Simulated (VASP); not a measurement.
A run of VASP 6.6.1:

The input INCAR:

```
PREC     = Accurate       # precision mode
ENCUT    = 520            # plane-wave cutoff, eV
EDIFF    = 1E-7           # SCF threshold, eV
ISMEAR   = 0              # smearing method
SIGMA    = 0.024          # smearing width, eV
LREAL    = False          # projectors in reciprocal space
LASPH    = True           # aspherical terms in the spheres
NELM     = 60             # most SCF steps
ALGO     = Normal         # electronic algorithm
ISIF     = 2              # what is computed and relaxed
LWAVE    = False          # write WAVECAR
LCHARG   = True           # write CHGCAR
GGA      = PE             # functional
LELF     = True           # ELF
LVHAR    = True         
NBANDS   = 36             # bands
```

KPOINTS

```
Automatic mesh
0
Gamma
  8 8 4
```

POSCAR

```
Ge
1.0
    3.9975858431      0.0000000000      0.0000000000
   -1.9987929216      3.4620108940      0.0000000000
    0.0000000000      0.0000000000      6.5993779500
Ge
4
Direct
    0.3333333333      0.6666666667      0.9370987500
    0.6666666667      0.3333333333      0.4370987500
    0.3333333333      0.6666666667      0.5629012500
    0.6666666667      0.3333333333      0.0629012500
```

Potentials or basis: VASP PAW PBE potentials, release 64 (Ge_d).

Run with:

```console
$ cat potpaw_PBE.64/Ge_d/POTCAR > POTCAR
$ mpirun -np 1 vasp_std > vasp.out
```

Hardware: 1 thread of Intel(R) Xeon(R) 6975P-C (Granite Rapids), with other jobs on the host.

Problem. How long does it take, and how much memory?

Solution. Wall time 39 s on 1 thread of Intel(R) Xeon(R) 6975P-C (Granite Rapids) (shared host), peak memory 0.23 GiB. Counts: scf iterations 14, k points 30.
